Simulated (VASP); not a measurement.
Here is a VASP 6.6.1 calculation.

The input INCAR:

```
SYSTEM = WSe2
ALGO = Normal
EDIFF = 1E-8
ENCUT = 520
GGA = PS
ISIF = 2
ISMEAR = -1
LASPH = .True.
LCHARG = .False.
LEFG = .True.
LREAL = .False.
LWAVE = .False.
NBANDS = 35
NELM = 60
PREC = Accurate
SIGMA = 0.08
```

The input KPOINTS:

```
k-points
0
Gamma
  11 11 3
  0 0 0
```

Contents of POSCAR:

```
WSe2
1.0
    3.3009287582      0.0000000000      0.0000000000
   -1.6504643790      2.8586881606      0.0000000000
    0.0000000000      0.0000000000     13.0130900175
W Se
2 4
Direct
    0.3333333333      0.6666666667      0.2500000000
    0.6666666667      0.3333333333      0.7500000000
    0.3333333333      0.6666666667      0.6210000000
    0.6666666667      0.3333333333      0.1210000000
    0.3333333333      0.6666666667      0.8790000000
    0.6666666667      0.3333333333      0.3790000000
```

Potentials or basis: VASP PAW PBE potentials, release 64 (W_sv, Se).

Run with:

```bash
$ cat potpaw_PBE.64/W_sv/POTCAR potpaw_PBE.64/Se/POTCAR > POTCAR
$ mpirun -np 1 vasp_std > vasp.out
```

Problem. Predict the band gap on the k mesh.

Solution. 0.92 eV (least direct gap 1.71 eV).

Problem. What does it give for the pressure?

Solution. -2.2 GPa.

Problem. What does it give for the largest force?

Solution. 0.233 eV/Å.

Electric field gradients, principal values (V/Å²):
| atom | least | middle | greatest (by size) |
| --- | --- | --- | --- |
| 1 W | 75.191 | 75.193 | -150.384 |
| 2 W | 75.191 | 75.193 | -150.384 |
| 3 Se | 36.605 | 36.605 | -73.210 |
| 4 Se | 36.605 | 36.605 | -73.210 |
| 5 Se | 36.605 | 36.605 | -73.210 |
| 6 Se | 36.605 | 36.605 | -73.210 |

Caveat: without QUAD_EFG the Cq values of the log hold for a quadrupole moment of 1 mb, not for the nuclei; the PAW data sets were made with another functional, which shifts forces and pressure a little; spin-orbit coupling is left out, which moves the levels of the heavy elements; this functional lacks dispersion, which binds layers or chains, so the pressure and a relaxed spacing across them are unreliable. A k mesh can miss the band edges.
